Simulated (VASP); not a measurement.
# Cd (R-3m) in VASP: notebook

Cd is run at these levels: LDA; tasks: single point.

Program: VASP 6.6.1. These are calculated values, not measurements. Logs are shortened: lines on timing, memory, paths and dates and some standing lists are left out, and cuts for length are marked.

### Step 1. The cell of the first run

The structure is trigonal, space group R-3m (No. 166). Conventional cell: a = 3.216 Å, b = 3.216 Å, c = 7.348 Å, α = 90.00°, β = 90.00°, γ = 120.00°. Within 4.0 Å of Cd (site symmetry -3m) lie 12 Cd at 3.07 to 3.22 Å.

### Step 2. Single point, LDA

File INCAR:

```
SYSTEM = Cd
ALGO = Normal
EDIFF = 1E-6
ENCUT = 500
GGA = CA
GGA_COMPAT = .False.
ISIF = 2
ISMEAR = -1
LASPH = .True.
LCHARG = .False.
LREAL = .False.
LWAVE = .False.
NBANDS = 12
NELM = 120
PREC = Accurate
SIGMA = 0.01
```

File KPOINTS:

```
k-points
0
Gamma
  7 7 7
  0 0 0
```

File POSCAR:

```
Cd
1.0
    1.6080291500      0.9283960626      2.4492874100
   -1.6080291500      0.9283960626      2.4492874100
    0.0000000000     -1.8567921252      2.4492874100
Cd
1
Direct
    0.0000000000      0.0000000000      0.0000000000
```

Potentials or basis: VASP PAW LDA potentials, release 64 (Cd).

Command:

```bash
$ cat potpaw_LDA.64/Cd/POTCAR > POTCAR
$ mpirun -np 1 vasp_std > vasp.out
```

OUTCAR:

```text
SYSTEM = Cd
   EDIFF = 1E-6
   ENCUT = 500
   GGA = CA
   ISIF = 2
   ISMEAR = -1
   LASPH = .True.
   LREAL = .False.
   NELM = 120
   PREC = Accurate

 ion  position               nearest neighbor table
   1  0.000  0.000  0.000-

  LATTYP: Found a trigonal (rhomboedric) cell.
 ALAT       =     3.0735461300
 COS(alpha) =     0.4525576909

  Lattice vectors:

 A1 = (   1.6080291500,   0.9283960626,   2.4492874100)
 A2 = (  -1.6080291500,   0.9283960626,   2.4492874100)
 A3 = (   0.0000000000,  -1.8567921252,   2.4492874100)

Analysis of symmetry for initial positions (statically):
=====================================================================
 Subroutine PRICEL returns:
 Original cell was already a primitive cell.

 Routine SETGRP: Setting up the symmetry group for a
 trigonal (rhombohedral) supercell.

 Subroutine GETGRP returns: Found 12 space group operations
 (whereof 12 operations were pure point group operations)
 out of a pool of 12 trial point group operations.

The static configuration has the point symmetry D_3d.

Analysis of symmetry for dynamics (positions and initial velocities):
=====================================================================
 Subroutine PRICEL returns:
 Original cell was already a primitive cell.

 Routine SETGRP: Setting up the symmetry group for a
 trigonal (rhombohedral) supercell.

 Subroutine GETGRP returns: Found 12 space group operations
 (whereof 12 operations were pure point group operations)
 out of a pool of 12 trial point group operations.

The dynamic configuration has the point symmetry D_3d.

 Subroutine INISYM returns: Found 12 space group operations
 (whereof 12 operations are pure point group operations),
 and found     1 'primitive' translations

----------------------------------------------------------------------------------------

                                     Primitive cell

  volume of cell :      21.9391

  direct lattice vectors                    reciprocal lattice vectors
     1.608029150  0.928396063  2.449287410     0.310939637  0.179521083  0.136094005
    -1.608029150  0.928396063  2.449287410    -0.310939637  0.179521083  0.136094005
     0.000000000 -1.856792125  2.449287410     0.000000000 -0.359042166  0.136094005

  length of vectors
     3.073546130  3.073546130  3.073546130     0.383969862  0.383969862  0.383969862

  position of ions in fractional coordinates (direct lattice)
     0.000000000  0.000000000  0.000000000

  ion indices of the primitive-cell ions
   primitive index   ion index
                 1           1

----------------------------------------------------------------------------------------

 KPOINTS: k-points

Automatic generation of k-mesh.
 Grid dimensions read from file:
 generate k-points for:    7    7    7

 Generating k-lattice:

  Cartesian coordinates                     Fractional coordinates (reciprocal lattice)
     0.044419948  0.025645869  0.019442001     0.142857143  0.000000000  0.000000000
    -0.044419948  0.025645869  0.019442001     0.000000000  0.142857143  0.000000000
     0.000000000 -0.051291738  0.019442001     0.000000000  0.000000000  0.142857143

  Length of vectors
     0.054852837  0.054852837  0.054852837

  Shift w.r.t. Gamma in fractional coordinates (k-lattice)
     0.000000000  0.000000000  0.000000000

 Subroutine IBZKPT returns following result:
 ===========================================

 Found     44 irreducible k-points:

 Following reciprocal coordinates:
            Coordinates               Weight
  0.000000  0.000000  0.000000      1.000000
  0.142857  0.000000 -0.000000      6.000000
  0.285714 -0.000000  0.000000      6.000000
  0.428571  0.000000  0.000000      6.000000
  0.142857  0.142857 -0.000000      6.000000
  0.285714  0.142857  0.000000     12.000000
[... 16 lines left out ...]
  0.285714  0.285714  0.142857      6.000000
  0.428571  0.285714  0.142857     12.000000
 [... further k-points ...]
   k-points           NKPTS =     44   k-points in BZ     NKDIM =     44   number of bands    NBANDS=     12
   number of dos      NEDOS =    301   number of ions     NIONS =      1
   total plane-waves  NPLWV =  13824
   dimension x,y,z NGX =    24 NGY =   24 NGZ =   24
   dimension x,y,z NGXF=    48 NGYF=   48 NGZF=   48
   ions per type =               1
   NGX,Y,Z   is equivalent  to a cutoff of  12.98, 12.98, 12.98 a.u.
   NGXF,Y,Z  is equivalent  to a cutoff of  25.96, 25.96, 25.96 a.u.
 SYSTEM =  Cd
   PREC   = accura    normal or accurate (medium, high low for compatibility)
   ISTART =      0    job   : 0-new  1-cont  2-samecut
   ICHARG =      2    charge: 1-file 2-atom 10-const
   ISPIN  =      1    spin polarized calculation?
   LNONCOLLINEAR =      F non collinear calculations
   LSORBIT =      F    spin-orbit coupling
   LASPH  =      T    aspherical Exc in radial PAW
   ENCUT  =  500.0 eV  36.75 Ry    6.06 a.u.   5.60  5.60  5.60*2*pi/ulx,y,z
   NELM   =    120;   NELMIN=  2; NELMDL= -5     # of ELM steps
   EDIFF  = 0.1E-05   stopping-criterion for ELM
   LREAL  =      F    real-space projection
   EDIFFG = 0.1E-04   stopping-criterion for IOM
   NSW    =      0    number of steps for IOM
   IBRION =     -1    ionic relax: 0-MD 1-quasi-New 2-CG
   NFREE  =      0    steps in history (QN), initial steepest desc. (CG)
   ISIF   =      2    stress and relaxation
   ISYM   =      2    0-nonsym 1-usesym 2-fastsym
   POTIM  = 0.5000    time-step for ionic-motion
   TEBEG  =    0.0;   TEEND  =   0.0 temperature during run
   PSTRESS=    0.0 pullay stress
   NELECT =      12.0000    total number of electrons
   NUPDOWN=      -1.0000    fix difference up-down
   EMIN   =  10.00;   EMAX   =-10.00  energy-range for DOS
   EFERMI =   0.00;   METHOD = LEGACY
   ISMEAR =    -1;   SIGMA  =   0.01  broadening in eV -4-tet -1-fermi 0-gaus
   EFERMI_NEDOS =   21; number of points for ismear=-14 and -15
   IALGO  =     38    algorithm
   IMIX   =      4    mixing-type and parameters
     AMIX     =   0.40;   BMIX     =  1.00
     AMIX_MAG =   1.60;   BMIX_MAG =  1.00
  volume/ion in A,a.u.               =      21.94       148.05
  Fermi-wavevector in a.u.,A,eV,Ry     =   1.338842  2.530044 24.388398  1.792497
  Thomas-Fermi vector in A             =   2.467280
   LORBIT       =      0    0 simple, 1 ext, 2 COOP (PROOUT), +10 PAW based schemes
   GGA     = CA    functional components
   LHFCALC =     F    Hartree Fock is set to
   AEXX    =    0.0000 exact exchange contribution
   IVDW    =     0    specifies the selected vdW correction
   LEPSILON=     F    determine dielectric tensor
   LRPA    =     F    only Hartree local field effects (RPA)
 non-spin polarized calculation
  energy-cutoff  :      500.00
  volume of cell :       21.94
 maximum number of plane-waves:       568
   NGX = 11   NGY = 11   NGZ = 11

 number of electron      11.9999997 magnetization

 Free energy of the ion-electron system (eV)
  ---------------------------------------------------
  ext. energy  EPLUGINS =         0.00000000
  ---------------------------------------------------
  free energy    TOTEN  =        -1.49538871 eV

  energy without entropy =       -1.49538369  energy(sigma->0) =       -1.49538620

 E-fermi :   2.6040     XC(G=0): -11.2970

 val. band max:        2.5338248648   @ k =   0.4286   0.0000   0.0000
 cond. band min:       2.6742079983   @ k =  -0.4286   0.4286   0.4286
 fundamental gap:      0.1403831335
 Fermi energy:         2.6040098150

 k-point     1 :       0.0000    0.0000    0.0000
  band No.  band energies     occupation
      1      -6.6251      2.00000
      2      -6.6251      2.00000
      3      -6.4221      2.00000
      4      -6.2043      2.00000
      5      -6.0554      2.00000
      6      -6.0554      2.00000
      7      16.0868      0.00000
      8      16.5898      0.00000
      9      16.5898      0.00000
     10      19.4596      0.00000
     11      20.2065      0.00000
     12      20.2065      0.00000

 k-point     2 :       0.1429    0.0000   -0.0000
  band No.  band energies     occupation
      1      -6.6754      2.00000
      2      -6.5841      2.00000
      3      -6.3467      2.00000
      4      -6.0594      2.00000
      5      -6.0576      2.00000
      6      -5.6733      2.00000
      7      12.2680      0.00000
      8      16.1406      0.00000
      9      16.1544      0.00000
     10      18.6603      0.00000
     11      20.9012      0.00000
     12      21.1988      0.00000

 k-point     3 :       0.2857   -0.0000    0.0000
  band No.  band energies     occupation
      1      -6.8659      2.00000
      2      -6.5815      2.00000
      3      -6.3180      2.00000
      4      -5.9623      2.00000
      5      -5.9031      2.00000
      6      -4.0009      2.00000
      7       7.0810      0.00000
      8      15.4377      0.00000
      9      15.6995      0.00000
     10      17.5073      0.00000
     11      20.1748      0.00000
     12      20.4081      0.00000

 k-point     4 :       0.4286    0.0000    0.0000
  band No.  band energies     occupation
      1      -7.0215      2.00000
      2      -6.6427      2.00000
      3      -6.3735      2.00000
      4      -5.8113      2.00000
      5      -5.6863      2.00000
      6      -1.2726      2.00000
      7       2.5338      1.99821
      8      14.9575      0.00000
      9      15.1662      0.00000
     10      16.6580      0.00000
     11      19.0100      0.00000
     12      19.5182      0.00000

 k-point     5 :       0.1429    0.1429   -0.0000
  band No.  band energies     occupation
      1      -6.6933      2.00000
      2      -6.4544      2.00000
      3      -6.3124      2.00000
      4      -6.2538      2.00000
      5      -5.9973      2.00000
      6      -5.4651      2.00000
      7      13.8315      0.00000
      8      14.6361      0.00000
      9      14.9152      0.00000
     10      17.0312      0.00000
     11      18.5057      0.00000
     12      22.6278      0.00000
[... 228 lines left out ...]
      1      -6.8353      2.00000
      2      -6.4610      2.00000
      3      -6.4439      2.00000
      4      -6.0699      2.00000
      5      -5.7756      2.00000
      6      -1.8499      2.00000
      7       4.6271      0.00000
      8      12.4969      0.00000
      9      13.3157      0.00000
     10      14.3857      0.00000
     11      22.0824      0.00000
     12      22.2747      0.00000

 k-point    22 :      -0.1429    0.1429    0.1429
  band No.  band energies     occupation
      1      -6.7592      2.00000
      2      -6.3964      2.00000
      3      -6.3771      2.00000
      4      -6.2496      2.00000
      5      -5.8880      2.00000
      6      -4.1842      2.00000
      7       9.4086      0.00000
      8      12.6717      0.00000
      9      14.3021      0.00000
     10      15.6670      0.00000
     11      20.1703      0.00000
     12      23.6557      0.00000

 k-point    23 :       0.2857    0.2857    0.1429
  band No.  band energies     occupation
      1      -6.7361      2.00000
      2      -6.4175      2.00000
      3      -6.2769      2.00000
      4      -6.2751      2.00000
      5      -5.9053      2.00000
      6      -4.0148      2.00000
      7      10.9104      0.00000
      8      12.3429      0.00000
      9      14.1111      0.00000
     10      15.0242      0.00000
     11      18.2879      0.00000
     12      21.8363      0.00000

 k-point    24 :       0.4286    0.2857    0.1429
  band No.  band energies     occupation
      1      -6.7916      2.00000
      2      -6.5666      2.00000
      3      -6.2986      2.00000
      4      -6.0348      2.00000
      5      -5.8718      2.00000
      6      -2.2479      2.00000
      7       7.9617      0.00000
      8       9.7580      0.00000
      9      12.0398      0.00000
     10      16.7843      0.00000
     11      17.8510      0.00000
     12      21.1829      0.00000

 [... further k-points ...]

------------------------ aborting loop because EDIFF is reached ----------------------------------------

  FORCE on cell =-STRESS in cart. coord.  units (eV):
  Direction    XX          YY          ZZ          XY          YZ          ZX
  --------------------------------------------------------------------------------------
  -------------------------------------------------------------------------------------
  Total       -0.7437178     -0.7437178     -0.6130147      0.0000000     -0.0000000      0.0000000
  in kB      -54.3125939    -54.3125939    -44.7675433      0.0000000     -0.0000000      0.0000000
  external PRESSURE =     -51.1309104 kB  Pullay stress =       0.0000000 kB

 VOLUME and BASIS-vectors are now :
 -----------------------------------------------------------------------------
  energy-cutoff  :      500.00
  volume of cell :       21.94
      direct lattice vectors                 reciprocal lattice vectors
     1.608029150  0.928396063  2.449287410     0.310939637  0.179521083  0.136094005
    -1.608029150  0.928396063  2.449287410    -0.310939637  0.179521083  0.136094005
     0.000000000 -1.856792125  2.449287410     0.000000000 -0.359042166  0.136094005

 POSITION                                       TOTAL-FORCE (eV/Angst)
 -----------------------------------------------------------------------------------
      0.00000      0.00000      0.00000         0.000000      0.000000      0.000000
 -----------------------------------------------------------------------------------
    total drift:                                0.000000     -0.000000      0.000000

  FREE ENERGIE OF THE ION-ELECTRON SYSTEM (eV)
  ---------------------------------------------------
  free  energy   TOTEN  =        -1.4953887119 eV

  energy  without entropy=       -1.4953836901  energy(sigma->0) =       -1.49538620
```

It took 5.1 s on 1 thread of Intel Xeon Platinum 8259CL at 2.50GHz (Skylake/Cascade Lake), shared host; peak memory 0.13 GiB.

What came out:

| Item | Value |
| --- | --- |
| Free energy | -1.4954 eV |
| Pressure | -5.1 GPa |
| Band gap on the k mesh | zero (bands 6 and 7 overlap by 1.97 eV) |

Caveat: the cell stands under tension.

### Step 3. Single point, LDA

File INCAR:

```
PREC = Accurate
ENCUT = 500
EDIFF = 1E-6
ISMEAR = -1
SIGMA = 0.01
LREAL = F
LASPH = T
NELM = 120
ALGO = Normal
ISIF = 2
LWAVE = F
LCHARG = F
GGA = CA
NBANDS = 12
GGA_COMPAT = F
```

File KPOINTS:

```
regular mesh
0
Gamma
  7 7 7
```

POSCAR is that of step 2.

Potentials or basis: VASP PAW LDA potentials, release 64 (Cd).

Command:

```bash
$ cat potpaw_LDA.64/Cd/POTCAR > POTCAR
$ mpirun -np 1 vasp_std > vasp.out
```

Wall time 5.9 s (1 thread of Intel Xeon Platinum 8259CL at 2.50GHz (Skylake/Cascade Lake), shared host); peak memory 0.13 GiB.

The run converged. Its results:

```
Free energy            : -1.4954 eV
Pressure               : -5.1 GPa
Band gap on the k mesh : zero (bands 6 and 7 overlap by 1.97 eV)
```

Stress tensor (GPa, compression positive):
```
-5.43  0.00  0.00
 0.00 -5.43  0.00
 0.00  0.00 -4.48
```

Levels at points of the mesh, in eV from the Fermi level:
```tsv
k point	band 4	band 5	band 6	band 7	band 8	band 9
(0.00, 0.00, 0.00)	-8.81	-8.66	-8.66	13.48	13.99	13.99
```

Caveat: the cell stands under tension.

The gap in the log of VASP goes by the Fermi energy; the results here count the filled bands.